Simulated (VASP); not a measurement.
Set up this calculation in VASP 6.6.1, as the native input.

- Task: single point
- Functional: r2SCAN
- Potentials or basis: VASP PAW PBE potentials, release 64 (Ag)
- Cutoff: 520 eV
- k mesh: 9 × 9 × 16
- Occupations: gaussian, width 0.1 eV
- Spin: no spin polarisation
- Dipole correction: no
- Further INCAR settings: ALGO = Normal; EDIFF = 1e-07; NBANDS = 18; ISYM = 0

The system is Ag.

```xyz
2
Lattice="4.0057 0.0000 -0.0041 0.0000 4.0057 0.0000 -2.0050 0.0000 2.1218" Properties=species:S:1:pos:R:3 pbc="T T T"
Ag    0.0000    0.0000    0.0000
Ag    2.0028    2.0028   -0.0021
```

One way to write it, as run:

POSCAR

```
Ag
1.0
    4.0056765524      0.0000000000     -0.0041039042
    0.0000000000      4.0056786547      0.0000000000
   -2.0050030820      0.0000000000      2.1218307200
Ag
2
Direct
    0.0000000000      0.0000000000      0.0000000000
    0.5000000000      0.5000000000      0.0000000000
```

INCAR.step1

```
SYSTEM = Ag
PREC     = Accurate       ! precision mode
ENCUT    = 520            ! plane-wave cutoff, eV
ISMEAR   = 0              ! smearing method
SIGMA    = 0.1            ! smearing width, eV
LREAL    = .False.        ! projectors in reciprocal space
LASPH    = .True.         ! aspherical terms in the spheres
NELM     = 100            ! most SCF steps
NBANDS   = 18             ! bands
ISYM     = 0            
GGA      = PE             ! functional
ALGO     = Normal         ! electronic algorithm
EDIFF    = 1E-4           ! SCF threshold, eV
LWAVE    = .True.         ! write WAVECAR
LCHARG   = .False.        ! write CHGCAR
```

INCAR.step2

```
SYSTEM = Ag
PREC     = Accurate       ! precision mode
ENCUT    = 520            ! plane-wave cutoff, eV
EDIFF    = 1E-7           ! SCF threshold, eV
ISMEAR   = 0              ! smearing method
SIGMA    = 0.1            ! smearing width, eV
LREAL    = .False.        ! projectors in reciprocal space
LASPH    = .True.         ! aspherical terms in the spheres
NELM     = 100            ! most SCF steps
ALGO     = Normal         ! electronic algorithm
ISIF     = 2              ! what is computed and relaxed
LWAVE    = .False.        ! write WAVECAR
LCHARG   = .False.        ! write CHGCAR
METAGGA  = R2SCAN         ! meta-GGA
LMIXTAU  = .True.       
NBANDS   = 18             ! bands
ISYM     = 0            
ISTART   = 1
```

KPOINTS

```
Automatic mesh
0
Gamma
  9 9 16
  0 0 0
```

Potentials or basis: VASP PAW PBE potentials, release 64 (Ag).

Command:

```bash
$ cat potpaw_PBE.64/Ag/POTCAR > POTCAR
$ cp INCAR.step1 INCAR
$ mpirun -np 1 vasp_std > vasp.out
$ cp INCAR.step2 INCAR
$ mpirun -np 1 vasp_std > vasp.out
```

It gave:

```json
{
  "Pressure": "1.9 GPa",
  "Band gap on the k mesh": "zero (bands 11 and 12 overlap by 8.43 eV)"
}
```

Caveat: the PAW data sets were made with another functional, which shifts forces and pressure a little.

Wall time 40 min on 1 thread of Oxide Virtual Turin-like Processor, with other jobs on the host, peak memory 0.4 GiB.
